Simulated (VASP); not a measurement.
Wanted: the native input for a VASP 6.6.1 run.

| Property | Result |
| --- | --- |
| Task | single point |
| Functional | PBE |
| Potentials or basis | VASP PAW PBE potentials, release 64 (Sn_d, Te) |
| Cutoff | 520 eV |
| k mesh | 1 × 1 × 1, shifted |
| Occupations | gaussian, width 0.01 eV |
| Spin | no spin polarisation |
| Dipole correction | no |
| Further INCAR settings | ALGO = Normal; EDIFF = 1e-07; NBANDS = 17 |

The structure of SnTe lies in POSCAR:

```
SnTe
1.0
    0.0000000000      3.6111460000      3.6111460000
    3.6111460000      0.0000000000      3.6111460000
    3.6111460000      3.6111460000      0.0000000000
Sn Te
1 1
Direct
    0.0000000000      0.0000000000      0.0000000000
    0.7500000000      0.7500000000      0.7500000000
```

These files were run (other wordings do the same):

INCAR

```
SYSTEM = SnTe
PREC     = Accurate       ! precision mode
ENCUT    = 520            ! plane-wave cutoff, eV
EDIFF    = 1E-7           ! SCF threshold, eV
ISMEAR   = 0              ! smearing method
SIGMA    = 0.01           ! smearing width, eV
LREAL    = .False.        ! projectors in reciprocal space
LASPH    = .True.         ! aspherical terms in the spheres
NELM     = 80             ! most SCF steps
ALGO     = Normal         ! electronic algorithm
ISIF     = 2              ! what is computed and relaxed
LWAVE    = .False.        ! write WAVECAR
LCHARG   = .True.         ! write CHGCAR
GGA      = PE             ! functional
LELF     = .True.         ! ELF
LVHAR    = .True.       
NBANDS   = 17             ! bands
```

KPOINTS

```
Automatic mesh
0
Gamma
  1 1 1
  0 0 0.5
```

Potentials or basis: VASP PAW PBE potentials, release 64 (Sn_d, Te).

Run with:

```console
$ cat potpaw_PBE.64/Sn_d/POTCAR potpaw_PBE.64/Te/POTCAR > POTCAR
$ mpirun -np 1 vasp_std > vasp.out
```

It gave:

```
Pressure               : -1.8 GPa
Band gap on the k mesh : 3.88 eV
```

Caveat: the k points lie up to 1.51 Å⁻¹ apart; spin-orbit coupling is left out, which moves the levels of the heavy elements.

Wall time 14 s on 1 thread of AMD EPYC 7R13 (shared host), peak memory 0.23 GiB.
